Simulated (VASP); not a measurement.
Wanted: the native input for a VASP 6.6.1 run.

| Item | Value |
| --- | --- |
| Task | single point |
| Functional | PBE |
| Potentials or basis | VASP PAW PBE potentials, release 64 (Mg, C) |
| Cutoff | 520 eV |
| k mesh | 8 × 6 × 4 |
| Occupations | gaussian, width 0.1 eV |
| Spin | no spin polarisation |
| Dipole correction | no |
| Further INCAR settings | ALGO = Normal; EDIFF = 1e-07; NBANDS = 22 |

The structure of MgC lies in POSCAR:

```
MgC
1.0
    0.0001868429      0.0029711340      2.6184155892
    1.4836706593     -5.5209522110      0.0058073905
    5.4939137426      5.9934328699     -0.0062541740
Mg C
4 4
Direct
    0.2499652203      0.7915787813      0.0628648593
    0.2501025189      0.2915889623      0.5628853238
    0.7498959272      0.7084082673      0.4371109137
    0.7500346110      0.2084230378      0.9371400969
    0.2499181835      0.3232270885      0.2773019893
    0.2500909466      0.8232594775      0.7772791029
    0.7499099478      0.1767418183      0.2227212255
    0.7500826447      0.6767725671      0.7226964886
```

One way to write it, as run:

INCAR

```
ALGO = Normal ; EDIFF = 1E-7
ENCUT = 520 ; GGA = PE
ISIF = 2 ; ISMEAR = 0
LASPH = T ; LCHARG = T
LELF = T ; LREAL = F
LVHAR = T ; LWAVE = F
NBANDS = 22 ; NELM = 80
PREC = Accurate ; SIGMA = 0.1
```

KPOINTS

```
k-points
0
Gamma
  8 6 4
```

Potentials or basis: VASP PAW PBE potentials, release 64 (Mg, C).

Run with:

```bash
$ cat potpaw_PBE.64/Mg/POTCAR potpaw_PBE.64/C/POTCAR > POTCAR
$ mpirun -np 1 vasp_std > vasp.out
```

Results of the run:

```json
{"Pressure": "0.0 GPa", "Largest force": "0.040 eV/Å", "Band gap on the k mesh": "zero (bands 12 and 13 overlap by 0.20 eV)"}
```

Run time: 2.1 min on 1 thread of Intel(R) Xeon(R) 6975P-C (Granite Rapids) (shared host), peak memory 0.34 GiB.
